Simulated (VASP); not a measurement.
# CdSe: single point with r2SCAN

CdSe:

```
Cd Se
1.0
     8.68145    0.00000    0.00000
    -4.34072    7.51835    0.00000
     0.00000    0.00000    7.07665
Cd Se
8 8
Direct
  0.16349 0.33606 0.99228
  0.34192 0.16386 0.49697
  0.17459 0.84658 0.00446
  0.33340 0.65719 0.50592
  0.67999 0.34140 0.00054
  0.83631 0.17036 0.49676
  0.65727 0.82659 0.98552
  0.82758 0.66989 0.51120
  0.15835 0.32798 0.36825
  0.32437 0.15465 0.86160
  0.17436 0.84550 0.38758
  0.33691 0.66293 0.86160
  0.66336 0.32599 0.39958
  0.82168 0.15947 0.86623
  0.66236 0.82047 0.37981
  0.83787 0.68603 0.88279
```

* Program: VASP 6.6.1
* Task: single point
* Functional: r2SCAN
* Potentials or basis: VASP PAW PBE potentials, release 64 (Cd, Se)
* Cutoff: 520 eV
* k mesh: 3 × 3 × 2
* Occupations: fermi-dirac, width 0.086 eV
* Spin: no spin polarisation

The pressure is 0.9 GPa. The largest force is 1.463 eV/Å. The band gap on the k mesh is 1.06 eV.

Forces in eV/Å, atoms in the order of the input:
```
Cd   0.078 -0.390 -0.039
Cd  -0.797  0.345 -0.021
Cd   0.177 -0.640  0.390
Cd  -0.266  0.098 -0.883
Cd  -0.532  0.029  0.199
Cd   0.141 -0.623 -0.108
Cd  -0.164  0.380  0.767
Cd   0.594 -0.151 -0.143
Se   0.471  0.095 -0.047
Se   0.158  1.179  0.681
Se  -0.044 -1.255 -0.555
Se  -0.780 -0.023  0.947
Se   0.289  0.915 -1.104
Se   0.293  0.282  0.447
Se  -0.380  0.626 -0.599
Se   0.762 -0.868  0.068
```

Stress tensor (GPa, compression positive):
```
 1.02  0.08 -0.19
 0.08  0.90 -0.28
-0.19 -0.28  0.79
```

Levels at points of the mesh, in eV from the valence-band top:
| k point | band 70 | band 71 | band 72 | band 73 | band 74 | band 75 |
| --- | --- | --- | --- | --- | --- | --- |
| (0.00, 0.00, 0.00) | -0.05 | -0.01 | 0.00 | 1.06 | 2.60 | 3.27 |
| (0.00, 0.00, 0.50) | -0.45 | -0.30 | -0.30 | 2.65 | 2.77 | 3.07 |

Wall time 22 min on 1 thread of Intel(R) Xeon(R) 6975P-C (Granite Rapids), with other jobs on the host, peak memory 0.74 GiB.

Caveat: the k points lie up to 0.44 Å⁻¹ apart; the atoms stand as in a frame of molecular dynamics; the PAW data sets were made with another functional, which shifts forces and pressure a little.
